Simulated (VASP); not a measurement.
# AlN (P2_1) in VASP: notebook, part 2 of 2

VASP 6.6.1. The steps go on from the part before.

### 5 Single point, LDA (atoms displaced along a vibrational mode)

INCAR reads:

```
ALGO = Normal
EDIFF = 1E-6
ENCUT = 520
GGA = CA
ISIF = 2
ISMEAR = 0
LASPH = True
LCHARG = True
LELF = True
LREAL = False
LVHAR = True
LWAVE = False
NBANDS = 16
NELM = 60
PREC = Accurate
SIGMA = 0.05
```

KPOINTS reads:

```
k-points
0
Gamma
  9 9 6
```

POSCAR reads:

```
AlN
1.0
    3.0887424016      0.0000000000      0.0000000000
   -1.5443712008      2.6749293856      0.0000000000
    0.0000000000      0.0000000000      4.9437688231
Al N
2 2
Direct
    0.3254111527      0.6730967429      0.0015212672
    0.6745888473      0.3269032571      0.5015212672
    0.3404025506      0.6609289023      0.3834787328
    0.6595974494      0.3390710977      0.8834787328
```

Potentials or basis: VASP PAW LDA potentials, release 64 (Al, N).

Command:

```bash
> cat potpaw_LDA.64/Al/POTCAR potpaw_LDA.64/N/POTCAR > POTCAR
> mpirun -np 1 vasp_std > vasp.out
```

OUTCAR:

```text
EDIFF = 1E-6
   ENCUT = 520
   GGA = CA
   ISIF = 2
   ISMEAR = 0
   LASPH = True
   LREAL = False
   NELM = 60
   PREC = Accurate

 ion  position               nearest neighbor table
   1  0.325  0.673  0.002-   4 1.87   4 1.87   4 1.88   3 1.89   2 3.02   2 3.02   2 3.03   2 3.03
                             2 3.09   2 3.09
   2  0.675  0.327  0.502-   3 1.87   3 1.87   3 1.88   4 1.89   1 3.02   1 3.02   1 3.03   1 3.03
                             1 3.09   1 3.09
[... 661 lines left out ...]
  Direction    XX          YY          ZZ          XY          YZ          ZX
  --------------------------------------------------------------------------------------
  -------------------------------------------------------------------------------------
  Total        0.1396285      0.1366864      0.1416647     -0.0107236      0.0000000      0.0000000
  in kB        5.4768692      5.3614700      5.5567415     -0.4206292      0.0000000      0.0000000
  external PRESSURE =       5.4650269 kB  Pullay stress =       0.0000000 kB

 VOLUME and BASIS-vectors are now :
 -----------------------------------------------------------------------------
  energy-cutoff  :      520.00
  volume of cell :       40.85
      direct lattice vectors                 reciprocal lattice vectors
     3.088742402  0.000000000  0.000000000     0.323756361  0.186920822  0.000000000
    -1.544371201  2.674929386  0.000000000     0.000000000  0.373841644  0.000000000
     0.000000000  0.000000000  4.943768823     0.000000000  0.000000000  0.202274830

 POSITION                                       TOTAL-FORCE (eV/Angst)
 -----------------------------------------------------------------------------------
     -0.03440      1.80049      0.00752         0.190663     -0.093911      0.010182
      1.57877      0.87444      2.47941        -0.190663      0.093911      0.010182
      0.03070      1.76794      1.89583        -0.091585      0.046372     -0.010182
      1.51367      0.90699      4.36771         0.091585     -0.046372     -0.010182
 -----------------------------------------------------------------------------------
    total drift:                               -0.000000     -0.000000     -0.000561

  FREE ENERGIE OF THE ION-ELECTRON SYSTEM (eV)
  ---------------------------------------------------
  free  energy   TOTEN  =       -32.8293085539 eV

  energy  without entropy=      -32.8293085539  energy(sigma->0) =      -32.82930855
```

OSZICAR:

```text
N       E                     dE             d eps       ncg     rms          rms(c)
DAV:   1     0.364751565735E+02    0.36475E+02   -0.73328E+03  5256   0.895E+02
DAV:   2    -0.348871830725E+02   -0.71362E+02   -0.65712E+02  7368   0.178E+02
DAV:   3    -0.379567837242E+02   -0.30696E+01   -0.30614E+01  6520   0.375E+01
DAV:   4    -0.379719342164E+02   -0.15150E-01   -0.15150E-01  6640   0.318E+00
DAV:   5    -0.379720844793E+02   -0.15026E-03   -0.15026E-03  6592   0.309E-01    0.124E+01
DAV:   6    -0.329461651920E+02    0.50259E+01   -0.11450E+01  5456   0.241E+01    0.438E+00
DAV:   7    -0.328906246645E+02    0.55541E-01   -0.51341E-01  6568   0.472E+00    0.284E+00
DAV:   8    -0.328320015033E+02    0.58623E-01   -0.67927E-02  5568   0.219E+00    0.338E-01
DAV:   9    -0.328292091755E+02    0.27923E-02   -0.53949E-03  6696   0.528E-01    0.217E-01
DAV:  10    -0.328293555527E+02   -0.14638E-03   -0.56201E-04  6136   0.150E-01    0.107E-01
DAV:  11    -0.328293089361E+02    0.46617E-04   -0.83610E-05  6320   0.676E-02    0.189E-02
DAV:  12    -0.328293085539E+02    0.38222E-06   -0.13319E-06  5304   0.897E-03
   1 F= -.32829309E+02 E0= -.32829309E+02  d E =-.169878E-19
```

Run time: 68 s. Hardware: 1 thread of Intel Xeon 8259CL, shared host; peak memory 0.2 GiB.

What came out:

```
Free energy            : -32.8293 eV
Pressure               : 0.5 GPa
Largest force          : 0.213 eV/Å
Band gap on the k mesh : 4.41 eV
```

Forces in eV/Å, atoms in the order of the input:
```
Al   0.191 -0.094  0.010
Al  -0.191  0.094  0.010
N   -0.092  0.046 -0.010
N    0.092 -0.046 -0.010
```

Levels at points of the mesh, in eV from the valence-band top:
| k point | band 5 | band 6 | band 7 | band 8 | band 9 | band 10 | band 11 | band 12 |
| --- | --- | --- | --- | --- | --- | --- | --- | --- |
| (0.00, 0.00, 0.00) | -0.88 | -0.30 | -0.18 | 0.00 | 4.41 | 6.72 | 10.62 | 10.95 |
| (0.00, 0.00, 0.50) | -0.59 | -0.59 | -0.56 | -0.56 | 6.59 | 6.59 | 10.30 | 10.30 |

Caveat: the cell differs from its parent crystal (atoms displaced along a vibrational mode); an odd mesh through Γ misses points on the zone boundary, where band edges can lie.

### 6 Single point, LDA (atoms displaced along a vibrational mode)

INCAR reads:

```
PREC = Accurate ; ENCUT = 520
EDIFF = 1E-7 ; ISMEAR = 0
SIGMA = 0.05 ; LREAL = False
LASPH = True ; NELM = 80
ALGO = Normal ; ISIF = 2
LWAVE = False ; LCHARG = True
GGA = CA ; LELF = True
LVHAR = True ; NBANDS = 16
```

KPOINTS reads:

```
Automatic mesh
0
Gamma
  9 9 6
```

POSCAR reads:

```
AlN
1.0
    3.0887424016      0.0000000000      0.0000000000
   -1.5443712008      2.6749293856      0.0000000000
    0.0000000000      0.0000000000      4.9437688231
Al N
2 2
Direct
    0.3230575814      0.6795268192      0.0015212672
    0.6769424186      0.3204731808      0.5015212672
    0.3425027181      0.6551911379      0.3834787328
    0.6574972819      0.3448088621      0.8834787328
```

Potentials or basis: VASP PAW LDA potentials, release 64 (Al, N).

Command:

```bash
> cat potpaw_LDA.64/Al/POTCAR potpaw_LDA.64/N/POTCAR > POTCAR
> mpirun -np 1 vasp_std > vasp.out
```

It took 75 s on 1 thread of Intel Xeon 8259CL, shared host; peak memory 0.21 GiB.

Results (log left out):

| Property | Result |
| --- | --- |
| Free energy | -32.8107 eV |
| Pressure | 0.5 GPa |
| Largest force | 0.337 eV/Å |
| Band gap on the k mesh | 4.38 eV |

Forces in eV/Å, atoms in the order of the input:
```
Al   0.277 -0.189  0.028
Al  -0.277  0.189  0.028
N   -0.141  0.092 -0.028
N    0.141 -0.092 -0.028
```

Stress tensor (GPa, compression positive):
```
0.50 0.02 0.00
0.02 0.44 0.00
0.00 0.00 0.57
```

Levels at points of the mesh, in eV from the valence-band top:
```tsv
k point	band 6	band 7	band 8	band 9	band 10	band 11
(0.00, 0.00, 0.00)	-0.35	-0.16	0.00	4.38	6.70	10.56
(0.00, 0.00, 0.50)	-0.62	-0.57	-0.57	6.56	6.56	10.28
```

Caveat: the cell differs from its parent crystal (atoms displaced along a vibrational mode); an odd mesh through Γ misses points on the zone boundary, where band edges can lie.

### 7 Overview

| cell | gap on the mesh (eV) | pressure (GPa) | largest force (eV/Å) |
| --- | --- | --- | --- |
| as given, atomic positions A | 4.39 | 0.5 | 0.32 |
| as given, atomic positions B | 4.42 | 0.6 | 0.14 |
| as given, atomic positions C | 4.38 | 0.5 | 0.35 |
| as given, atomic positions D | 4.41 | 0.5 | 0.21 |
| as given, atomic positions E | 4.38 | 0.5 | 0.34 |

Alike in all rows: task single point; level LDA; potentials or basis VASP PAW LDA potentials, release 64 (Al, N); no spin polarisation; k mesh 9 × 9 × 6; cutoff (eV) 520; smearing gaussian 0.05 eV.

Caveats: an odd mesh through Γ misses points on the zone boundary, where band edges can lie.

Total energies depend on the potentials used, so only differences within one code and one set of settings carry meaning.
